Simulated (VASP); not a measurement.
Input of a VASP 6.6.1 run:

File INCAR:

```
PREC = Accurate ; ENCUT = 520
EDIFF = 1E-7 ; ISMEAR = 0
SIGMA = 0.1 ; LREAL = False
LASPH = True ; NELM = 80
ALGO = Normal ; ISIF = 2
LWAVE = False ; LCHARG = True
GGA = PE ; LELF = True
LVHAR = True ; NBANDS = 31
```

Contents of KPOINTS:

```
Automatic mesh
0
Gamma
  6 6 2
```

POSCAR

```
Ta3B2N
1.0
    3.0202969268      0.0000000000      0.0000000000
    0.0000000000      3.0202969268      0.0000000000
    0.0000000000      0.0000000000      8.7135184732
Ta B N
3 2 1
Direct
    0.0000000000      0.0000000000      0.2252878269
    0.0000000000      0.0000000000      0.7747121731
    0.5000000000      0.5000000000      0.5000000000
    0.0000000000      0.0000000000      0.5000000000
    0.5000000000      0.5000000000      0.0000000000
    0.0000000000      0.0000000000      0.0000000000
```

Potentials or basis: VASP PAW PBE potentials, release 64 (Ta_pv, B, N).

The run is started by

```bash
$ cat potpaw_PBE.64/Ta_pv/POTCAR potpaw_PBE.64/B/POTCAR potpaw_PBE.64/N/POTCAR > POTCAR
$ mpirun -np 1 vasp_std > vasp.out
```

Task: Estimate the band gap on the k mesh.

Result: Zero (band 22 reaches 6.84 eV, above the bottom of band 23 at 5.04 eV).

Task: What does it give for the largest force?

Result: 0.074 eV/Å.

Task: Estimate the pressure.

Result: 0.5 GPa.

Stress tensor (GPa, compression positive):
```
0.23 0.00 0.00
0.00 0.23 0.00
0.00 0.00 0.90
```

Caveat: the k points lie up to 0.36 Å⁻¹ apart; spin-orbit coupling is left out, which moves the levels of the heavy elements.
